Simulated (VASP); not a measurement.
Wanted: the native input for a VASP 6.6.1 run.

```yaml
Task: relaxation of cell and atoms
Functional: PBEsol
Potentials_or_basis: VASP PAW PBE potentials, release 64 (Se, Zn)
Cutoff: 600 eV
k_mesh: 8 × 8 × 8
Occupations: fermi-dirac, width 0.05 eV
Spin: no spin polarisation
Target_pressure: 5 GPa
Dipole_correction: no
Further_INCAR_settings: ALGO = Normal; EDIFF = 1e-07; IBRION = 2; EDIFFG = -0.005; NSW = 80; ISIF = 3
```

The structure of ZnSe lies in POSCAR:

```
ZnSe
1.0
    0.0000000000      2.8338000000      2.8338000000
    2.8338000000      0.0000000000      2.8338000000
    2.8338000000      2.8338000000      0.0000000000
Se Zn
1 1
Direct
    0.7500000000      0.7500000000      0.7500000000
    0.0000000000      0.0000000000      0.0000000000
```

The input as run:

INCAR

```
SYSTEM = ZnSe
PREC = Accurate
ENCUT = 600
EDIFF = 1E-7
ISMEAR = -1
SIGMA = 0.05
LREAL = .False.
LASPH = .True.
NELM = 60
ALGO = Normal
ISIF = 3
LWAVE = .False.
LCHARG = .False.
GGA = PS
IBRION = 2
NSW = 80
EDIFFG = -0.005
PSTRESS = 50.0
```

KPOINTS

```
regular mesh
0
Gamma
  8 8 8
  0 0 0
```

Potentials or basis: VASP PAW PBE potentials, release 64 (Se, Zn).

Launch:

```bash
$ cat potpaw_PBE.64/Se/POTCAR potpaw_PBE.64/Zn/POTCAR > POTCAR
$ mpirun -np 1 vasp_std > vasp.out
```

Results of the run:

```yaml
Relaxed_volume: 21.00 Å³/atom
Relaxed_cell: a = 3.902 Å, b = 3.902 Å, c = 3.902 Å, α = 60.00°, β = 60.00°, γ = 60.00°
Space_group_after_relaxing_to_0.1_Å: F-43m (No. 216)
Energy_change_on_relaxing_the_run_minimises_the_enthalpy: +20.0 meV/atom
Ionic_steps: 3
Pressure_after_relaxing: 5.0 GPa
Band_gap_on_the_k_mesh: 1.50 eV
```

Caveat: the cell is relaxed towards a set pressure, so the run minimises the enthalpy, not the energy; the PAW data sets were made with another functional, which shifts forces and pressure a little.

It took 82 s on 1 thread of AMD EPYC 7R13 (shared host), peak memory 0.17 GiB.
